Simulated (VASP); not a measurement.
Runs of VASP 6.6.1 on Ti. The structure is that of space group Pm-3m (No. 221), or close to it. The cells are those of the table. This isn't the form of Ti at room conditions, which is hcp.

```csv
task,cell,cutoff (eV),gap on the mesh (eV),pressure (GPa)
relaxation of cell and atoms,"relaxed to 380 GPa from a = 1.935 Å, 1 atom",600,none,380.1
single point,"a = 1.936 Å, 1 atom",520,none,401.0
single point,"a = 1.935 Å, 1 atom",520,none,(a)
relaxation of cell and atoms,"relaxed to 380 GPa from a = 1.914 Å, 1 atom",600,none,380.0
```

Alike in all rows: level PBEsol; potentials or basis VASP PAW PBE potentials, release 64 (Ti_sv); no spin polarisation; k mesh 19 × 19 × 19; smearing fermi-dirac 0.1 eV.

Fill in the values left out.

(a) 403.0.

Caveats: atoms lie so close that the PAW spheres overlap strongly, which falsifies energies and pressures; the PAW data sets were made with another functional, which shifts forces and pressure a little; the cell is relaxed towards a set pressure, so the run minimises the enthalpy, not the energy (at least some runs); the cell stands under pressure (at least some runs).

A gap of «none» marks levels without a gap at the run's occupations.
